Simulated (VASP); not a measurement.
# Si8HO17 in VASP: single point with PBE+D3(BJ)

Aim: the single point of Si8HO17 with PBE+D3(BJ).

Program: VASP 6.6.1. These are calculated values, not measurements. Logs are shortened: lines on timing, memory, paths and dates and some standing lists are left out, and cuts for length are marked.

## (1) The cell of the first run

The cell holds a slab with vacuum, 26 atoms: a = 5.893 Å, b = 5.329 Å, c = 16.750 Å, α = 90.00°, β = 90.00°, γ = 90.00°.

## (2) Single point, PBE+D3(BJ), collinear spin

File INCAR:

```
SYSTEM = Si8HO17
  PREC = Accurate
  ENCUT = 520
  EDIFF = 1E-6
  ISMEAR = -1
  SIGMA = 0.02
  LREAL = Auto
  LASPH = .True.
  NELM = 150
  ALGO = Normal
  ISIF = 2
  LWAVE = .False.
  LCHARG = .True.
  ISPIN = 2
  MAGMOM = 0 0 0 0 0 0 0 0 0 0 0 0 0 0 0 0 0 0 0 0 0 0 0 0 1 0
  LORBIT = 11
  GGA = PE
  IVDW = 12
  LELF = .True.
  LVHAR = .True.
  NBANDS = 90
```

File KPOINTS:

```
regular mesh
0
Gamma
  2 2 1
  0 0 0
```

File POSCAR:

```
Si8HO17
1.0
    5.8926040000      0.0000000000      0.0000000000
    0.0000000000      5.3290000000      0.0000000000
    0.0000000000      0.0000000000     16.7500280000
Si O H
8 17 1
Direct
    0.0000000000      0.0000000000      0.0597013927
    0.4999996606      0.2499906174      0.0597013927
    0.4850147745     -0.0069431413      0.2486503306
    0.0010351960      0.2523175080      0.2455757089
    0.0000000000      0.5000000000      0.0597013927
    0.4999996606      0.7500093826      0.0597013927
    0.5244370740      0.5031337962      0.2730861107
    0.0074669874      0.7352036029      0.2416234767
    0.0260835447     -0.0067554888      0.1669071837
    0.1939040872      0.2499906174      0.0597013927
    0.5096897738     -0.0264965284      0.1278744131
    0.8060952340      0.2499906174      0.0597013927
    0.4480022754     -0.0494276600      0.3634978998
    0.6775272867      0.2510602364      0.2470682437
    1.0181407066      0.0117282792      0.3006323333
    0.3197228254      0.2707262150      0.2573010624
   -0.0029867950      0.5091949709      0.1660534538
    0.1939040872      0.7500093826      0.0597013927
    0.5106910290      0.5084255958      0.1118923503
    0.8060952340      0.7500093826      0.0597013927
    0.5406438308      0.5704635016      0.3678561015
    0.7088037818      0.7569525239      0.2469428708
    0.9896134205      0.4964721336      0.2993905443
    0.3009026230      0.7384124601      0.2387160189
    0.5618229224      0.0655657722      0.4201246708
    0.5173773768      0.4003377744      0.4044769358
```

Potentials or basis: VASP PAW PBE potentials, release 64 (Si, O, H).

Run with:

```
> cat potpaw_PBE.64/Si/POTCAR potpaw_PBE.64/O/POTCAR potpaw_PBE.64/H/POTCAR > POTCAR
> mpirun -np 1 vasp_std > vasp.out
```

OUTCAR:

```text
SYSTEM = Si8HO17
   PREC = Accurate
   ENCUT = 520
   EDIFF = 1E-6
   ISMEAR = -1
   LREAL = Auto
   LASPH = .True.
   NELM = 150
   ISIF = 2
   ISPIN = 2
   LORBIT = 11
   GGA = PE
   IVDW = 12
 IVDW          = 12

 ion  position               nearest neighbor table
   1  0.000  0.000  0.060-  10 1.76  18 1.76  12 1.76  20 1.76   9 1.80   5 2.66   5 2.66
   2  0.500  0.250  0.060-  19 1.63  10 1.80  12 1.80  11 1.86   6 2.66   6 2.66
   3  0.485  0.993  0.249-  24 1.75  16 1.78  14 1.78  22 1.82  13 1.95  11 2.03   7 2.65   7 2.76
                             8 3.13
   4  0.001  0.252  0.246-  15 1.58  23 1.58  16 1.89  14 1.91  17 1.91   9 1.91   8 2.57   8 2.76
                             7 3.14
   5  0.000  0.500  0.060-  10 1.76  18 1.76  12 1.76  20 1.76  17 1.78   1 2.66   1 2.66
   6  0.500  0.750  0.060-  19 1.56  11 1.65  18 1.80  20 1.80   2 2.66   2 2.66
   7  0.524  0.503  0.273-  21 1.63  14 1.68  16 1.75  22 1.79  24 1.91   3 2.65   3 2.76   4 3.14
                             8 3.15
   8  0.007  0.735  0.242-  23 1.60  24 1.73  17 1.75  22 1.77  15 1.78   9 1.86   4 2.57   4 2.76
                             3 3.13   7 3.15
   9  0.026  0.993  0.167-   1 1.80   8 1.86   4 1.91
  10  0.194  0.250  0.060-   1 1.76   5 1.76   2 1.80
  11  0.510  0.974  0.128-   6 1.65   2 1.86   3 2.03
  12  0.806  0.250  0.060-   1 1.76   5 1.76   2 1.80
  13  0.448  0.951  0.363-  25 1.31   3 1.95
  14  0.678  0.251  0.247-   7 1.68   3 1.78   4 1.91
  15  0.018  0.012  0.301-   4 1.58   8 1.78
  16  0.320  0.271  0.257-   7 1.75   3 1.78   4 1.89
  17  0.997  0.509  0.166-   8 1.75   5 1.78   4 1.91
  18  0.194  0.750  0.060-   1 1.76   5 1.76   6 1.80
  19  0.511  0.508  0.112-   6 1.56   2 1.63
  20  0.806  0.750  0.060-   1 1.76   5 1.76   6 1.80
  21  0.541  0.570  0.368-  26 1.10   7 1.63
  22  0.709  0.757  0.247-   8 1.77   7 1.79   3 1.82
  23  0.990  0.496  0.299-   4 1.58   8 1.60
  24  0.301  0.738  0.239-   8 1.73   3 1.75   7 1.91
  25  0.562  0.066  0.420-  13 1.31
  26  0.517  0.400  0.404-  21 1.10

  LATTYP: Found a simple orthorhombic cell.
 ALAT       =     5.3290000000
 B/A-ratio  =     1.1057616814
 C/A-ratio  =     3.1431840871

  Lattice vectors:

 A1 = (   0.0000000000,  -5.3290000000,   0.0000000000)
 A2 = (   5.8926040000,   0.0000000000,   0.0000000000)
 A3 = (   0.0000000000,   0.0000000000,  16.7500280000)

Analysis of symmetry for initial positions (statically):
=====================================================================
 Subroutine PRICEL returns:
 Original cell was already a primitive cell.

 Routine SETGRP: Setting up the symmetry group for a
 simple orthorhombic supercell.

 Subroutine GETGRP returns: Found  1 space group operations
 (whereof  1 operations were pure point group operations)
 out of a pool of  8 trial point group operations.

The static configuration has the point symmetry C_1 .

Analysis of symmetry for dynamics (positions and initial velocities):
=====================================================================
 Subroutine PRICEL returns:
 Original cell was already a primitive cell.

 Routine SETGRP: Setting up the symmetry group for a
 simple orthorhombic supercell.

 Subroutine GETGRP returns: Found  1 space group operations
 (whereof  1 operations were pure point group operations)
 out of a pool of  8 trial point group operations.

The dynamic configuration has the point symmetry C_1 .

Analysis of structural, dynamic, and magnetic symmetry:
=====================================================================
 Subroutine PRICEL returns:
 Original cell was already a primitive cell.

 Routine SETGRP: Setting up the symmetry group for a
 simple orthorhombic supercell.

 Subroutine GETGRP returns: Found  1 space group operations
 (whereof  1 operations were pure point group operations)
 out of a pool of  8 trial point group operations.

The overall configuration has the point symmetry C_1 .

 Subroutine INISYM returns: Found  1 space group operations
 (whereof  1 operations are pure point group operations),
 and found     1 'primitive' translations

----------------------------------------------------------------------------------------

                                     Primitive cell

  volume of cell :     525.9791

  direct lattice vectors                    reciprocal lattice vectors
[... 98 lines left out ...]
   total plane-waves  NPLWV = 241920
   dimension x,y,z NGX =    48 NGY =   40 NGZ =  126
   dimension x,y,z NGXF=    96 NGYF=   80 NGZF=  252
   ions per type =               8  17   1
   NGX,Y,Z   is equivalent  to a cutoff of  13.54, 12.48, 12.51 a.u.
   NGXF,Y,Z  is equivalent  to a cutoff of  27.08, 24.96, 25.01 a.u.
 SYSTEM =  Si8HO17
   PREC   = accura    normal or accurate (medium, high low for compatibility)
   ISTART =      0    job   : 0-new  1-cont  2-samecut
   ICHARG =      2    charge: 1-file 2-atom 10-const
   ISPIN  =      2    spin polarized calculation?
   LNONCOLLINEAR =      F non collinear calculations
   LSORBIT =      F    spin-orbit coupling
   LASPH  =      T    aspherical Exc in radial PAW
   ENCUT  =  520.0 eV  38.22 Ry    6.18 a.u.  10.96  9.91 31.14*2*pi/ulx,y,z
   NELM   =    150;   NELMIN=  2; NELMDL= -5     # of ELM steps
   EDIFF  = 0.1E-05   stopping-criterion for ELM
   LREAL  =      T    real-space projection
   EDIFFG = 0.1E-04   stopping-criterion for IOM
   NSW    =      0    number of steps for IOM
[... 5 lines left out ...]
   TEBEG  =    0.0;   TEEND  =   0.0 temperature during run
   PSTRESS=    0.0 pullay stress
   NELECT =     135.0000    total number of electrons
   NUPDOWN=      -1.0000    fix difference up-down
   EMIN   =  10.00;   EMAX   =-10.00  energy-range for DOS
   EFERMI =   0.00;   METHOD = LEGACY
   ISMEAR =    -1;   SIGMA  =   0.02  broadening in eV -4-tet -1-fermi 0-gaus
   EFERMI_NEDOS =   21; number of points for ismear=-14 and -15
   IALGO  =     38    algorithm
   IMIX   =      4    mixing-type and parameters
     AMIX     =   0.40;   BMIX     =  1.00
     AMIX_MAG =   1.60;   BMIX_MAG =  1.00
  volume/ion in A,a.u.               =      20.23       136.52
  Fermi-wavevector in a.u.,A,eV,Ry     =   1.040391  1.966054 14.727129  1.082413
  Thomas-Fermi vector in A             =   2.174965
   LORBIT       =     11    0 simple, 1 ext, 2 COOP (PROOUT), +10 PAW based schemes
   GGA     = PE    functional components
   LHFCALC =     F    Hartree Fock is set to
   AEXX    =    0.0000 exact exchange contribution
   IVDW    =    12    specifies the selected vdW correction
   LEPSILON=     F    determine dielectric tensor
   LRPA    =     F    only Hartree local field effects (RPA)
 spin polarized calculation
  energy-cutoff  :      520.00
  volume of cell :      525.98
 maximum number of plane-waves:     14192
 NGX is ok and might be reduce to    48
   NGX = 21   NGY = 19   NGZ = 63

 number of electron     134.9999965 magnetization       0.6508111

 Free energy of the ion-electron system (eV)
  ---------------------------------------------------
  ext. energy  EPLUGINS =         0.00000000
  ---------------------------------------------------
  free energy    TOTEN  =      -176.52848617 eV

  energy without entropy =     -176.51473244  energy(sigma->0) =     -176.52160931

 E-fermi :   0.1376     XC(G=0):  -5.7300

 val. band max:        0.1320206202   @ k =   0.5000   0.5000   0.0000
 cond. band min:       0.1658896067   @ k =   0.0000   0.0000   0.0000
 fundamental gap:      0.0338689865
 Fermi energy:         0.1376365223

 spin component 1

 k-point     1 :       0.0000    0.0000    0.0000
  band No.  band energies     occupation
      1     -24.2372      1.00000
      2     -24.1513      1.00000
      3     -22.6651      1.00000
      4     -22.0557      1.00000
      5     -21.8242      1.00000
      6     -21.5727      1.00000
[... 317 lines left out ...]
     78       6.0932      0.00000
     79       6.7262      0.00000
 Fermi energy:         0.1376365223

 spin component 2

 k-point     1 :       0.0000    0.0000    0.0000
  band No.  band energies     occupation
      1     -24.1539      1.00000
      2     -23.8573      1.00000
      3     -22.6649      1.00000
      4     -22.0554      1.00000
      5     -21.8154      1.00000
      6     -21.5705      1.00000
[... 317 lines left out ...]
     78       6.1202      0.00000
     79       6.7440      0.00000
 [bands above 79 left out]

------------------------ aborting loop because EDIFF is reached ----------------------------------------

 Edisp (eV)   -3.90856

 E8    (eV) :    -1.3849

  FORCE on cell =-STRESS in cart. coord.  units (eV):
  Direction    XX          YY          ZZ          XY          YZ          ZX
  --------------------------------------------------------------------------------------
  -------------------------------------------------------------------------------------
  Total      23.12767     9.73403     4.68969    -2.34348    -2.33323    -3.18165
  in kB      70.44887    29.65069    14.28518    -7.13844    -7.10723    -9.69156
  external pressure =       38.13 kB  Pullay stress =        0.00 kB

 VOLUME and BASIS-vectors are now :
 -----------------------------------------------------------------------------
  energy-cutoff  :      520.00
  volume of cell :      525.98
      direct lattice vectors                 reciprocal lattice vectors
     5.892604000  0.000000000  0.000000000     0.169704260  0.000000000  0.000000000
     0.000000000  5.329000000  0.000000000     0.000000000  0.187652468  0.000000000
     0.000000000  0.000000000 16.750028000     0.000000000  0.000000000  0.059701393

 POSITION                                       TOTAL-FORCE (eV/Angst)
 -----------------------------------------------------------------------------------
      0.00000      0.00000      1.00000         0.211034     -0.339224      6.588212
      2.94630      1.33220      1.00000         0.151841     -3.242416     -0.000327
      2.85800      5.29200      4.16490         0.932809      0.780102     -0.563308
      0.00610      1.34460      4.11340         0.287164     -0.719627     -1.279246
      0.00000      2.66450      1.00000        -0.015861      0.381238      6.357978
      2.94630      3.99680      1.00000        -0.097642      3.567322     -1.923965
[... 18 lines left out ...]
      3.31060      0.34940      7.03710        -0.721049      0.077508     -1.322368
      3.04870      2.13340      6.77500         0.457903      2.424203     -1.674631
 -----------------------------------------------------------------------------------
    total drift:                               -0.003060     -0.000922      0.002240

  FREE ENERGIE OF THE ION-ELECTRON SYSTEM (eV)
  ---------------------------------------------------
  free  energy   TOTEN  =      -180.4370430086 eV

  energy  without entropy=     -180.4232892772  energy(sigma->0) =     -180.43016614

 total charge

# of ion       s       p       d       tot
------------------------------------------
    1        0.626   0.850   0.000   1.476
    2        0.687   0.838   0.000   1.525
    3        0.602   0.799   0.000   1.401
    4        0.629   0.927   0.000   1.555
    5        0.624   0.853   0.000   1.477
    6        0.695   0.943   0.000   1.638
[... 18 lines left out ...]
   25        1.607   3.230   0.000   4.837
   26        0.479   0.065   0.000   0.545
--------------------------------------------------
tot         32.277  68.194   0.000 100.471

 magnetization (x)

# of ion       s       p       d       tot
------------------------------------------
    1       -0.000   0.000   0.000   0.000
    2        0.001   0.001   0.000   0.001
    3       -0.001  -0.002   0.000  -0.003
    4       -0.000  -0.000   0.000  -0.000
    5       -0.000  -0.000   0.000  -0.000
    6       -0.000  -0.001   0.000  -0.001
[... 18 lines left out ...]
   25        0.004   0.259   0.000   0.263
   26        0.003  -0.000   0.000   0.003
--------------------------------------------------
tot          0.010   0.519   0.000   0.529
```

Wall time 31 min (1 thread of Intel Xeon 6975P-C (Granite Rapids), shared host); peak memory 0.86 GiB.

What came out:

```yaml
Free_energy: -180.4370 eV
Largest_force: 6.600 eV/Å
Net_moment: 0.65 μB per cell
Site_moments: Si +0.00, -0.00 (each value once); O +0.00, +0.23, +0.05, -0.00, -0.03, +0.01, +0.26 (each value once); H +0.00 μB
Valence_electrons_inside_the_program's_atomic_spheres: Si 1.48, 1.52, 1.40, 1.55, 1.64, 1.53, 1.54 (each value once); O 5.15, 5.19, 5.17, 4.90, 5.22, 5.21, 5.29, 5.11, 5.20, 5.32, 4.84 (each value once); H 0.55
Dispersion_energy_per_atom: -0.150 eV
```

Forces in eV/Å, atoms in the order of the input:
```
Si   0.211 -0.339  6.588
Si   0.152 -3.242  0.000
Si   0.933  0.780 -0.563
Si   0.287 -0.720 -1.279
Si  -0.016  0.381  6.358
Si  -0.098  3.567 -1.924
Si  -1.079  0.811 -0.357
Si  -0.301  3.901  0.823
O   -1.221  1.306 -2.061
O   -1.144  0.244 -2.566
O   -0.543  3.727  0.751
O    1.668 -0.270 -2.561
O    0.365  1.374  0.997
O    2.460 -1.352 -0.932
O   -0.548 -3.180  1.940
O   -0.833 -1.111 -1.462
O    0.063 -1.793 -2.335
O   -1.224 -0.292 -3.306
O   -0.538 -3.251  2.060
O    1.879  0.247 -3.338
O   -0.447 -4.361  2.614
O   -3.754  0.292 -0.746
O    0.121  0.622  3.601
O    3.870  0.158  0.697
O   -0.721  0.078 -1.322
H    0.458  2.424 -1.675
```

Levels at points of the mesh, in eV from the Fermi level:
Spin up:
| k point | band 64 | band 65 | band 66 | band 67 | band 68 | band 69 | band 70 | band 71 | band 72 | band 73 |
| --- | --- | --- | --- | --- | --- | --- | --- | --- | --- | --- |
| (0.00, 0.00, 0.00) | -1.12 | -1.02 | -0.77 | -0.41 | -0.17 | 0.03 | 0.56 | 0.99 | 2.02 | 3.65 |
| (0.50, 0.00, 0.00) | -1.20 | -1.07 | -0.79 | -0.58 | -0.42 | 0.28 | 0.78 | 1.65 | 2.22 | 4.56 |
| (0.00, 0.50, 0.00) | -0.91 | -0.71 | -0.60 | -0.33 | -0.15 | 0.22 | 0.64 | 0.68 | 4.63 | 4.87 |
| (0.50, 0.50, 0.00) | -1.13 | -0.98 | -0.47 | -0.45 | 0.04 | 0.23 | 0.49 | 0.55 | 5.04 | 5.53 |
Spin down:
```csv
k point,band 64,band 65,band 66,band 67,band 68,band 69,band 70,band 71
"(0.00, 0.00, 0.00)",-1.09,-0.98,-0.49,-0.11,0.03,0.52,0.56,0.99
"(0.50, 0.00, 0.00)",-1.15,-0.97,-0.68,-0.49,0.28,0.54,0.78,1.65
"(0.00, 0.50, 0.00)",-0.84,-0.59,-0.33,-0.10,-0.04,0.64,0.68,0.79
"(0.50, 0.50, 0.00)",-1.04,-0.70,-0.46,-0.01,0.05,0.49,0.55,0.81
```

Caveat: the k points lie up to 0.59 Å⁻¹ apart; the atoms stand as in a frame of molecular dynamics; there is no dipole correction, which matters where the two faces differ.
